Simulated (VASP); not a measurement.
SnRu4:

```
CELL_PARAMETERS angstrom
4.30618 0.00000 0.00000
0.00000 4.30618 0.00000
0.00000 0.00000 4.30618
ATOMIC_POSITIONS crystal
Sn 0.00000 0.00000 0.00000
Ru 0.50000 0.00000 0.00000
Ru 0.00000 0.50000 0.00000
Ru 0.00000 0.00000 0.50000
Ru 0.50000 0.50000 0.50000
```

The cell was generated, and may not be a known phase.

| Property | Result |
| --- | --- |
| Program | VASP 6.6.1 |
| Task | relaxation of cell and atoms |
| Functional | PBE |
| Potentials or basis | VASP PAW PBE potentials, release 64 (Sn_d, Ru_pv) |
| Cutoff | 500 eV |
| k mesh | 4 × 4 × 4 |
| Occupations | gaussian, width 0.1 eV |
| Spin | no spin polarisation |

At the start: pressure 62.6 GPa; volume 15.97 Å³/atom.

Question: How do energy, volume and symmetry change on relaxing?

Answer: Over 5 steps the energy falls by 756.8 meV/atom and the volume is 20.99 Å³/atom (+31.5 %); space group Pm-3m (No. 221, to 0.1 Å) before and after.

The path:
```
step  energy change (eV)  largest force (eV/Å)  pressure (GPa)  volume (Å³)
   1              0.0000                0.0000           62.60        79.85
   2              2.4894                0.0000          -16.20       175.84
   3             -3.7218                0.0000           -4.40       109.38
   4             -3.7763                0.0000           -1.65       106.54
   5             -3.7842                0.0000            0.05       104.97
```

Final structure:
```xyz
5
Lattice="4.7173 0.0000 0.0000 0.0000 4.7173 0.0000 0.0000 0.0000 4.7173" Properties=species:S:1:pos:R:3 pbc="T T T"
Sn    0.0000    0.0000    0.0000
Ru    2.3586    0.0000    0.0000
Ru    0.0000    2.3586    0.0000
Ru    0.0000    0.0000    2.3586
Ru    2.3586    2.3586    2.3586
```

Caveat: the k points lie up to 0.33 Å⁻¹ apart in the final cell, too coarse for converged energies and pressures of a metal; the volume moved by over 15 % at a fixed basis, so the end points are rough.
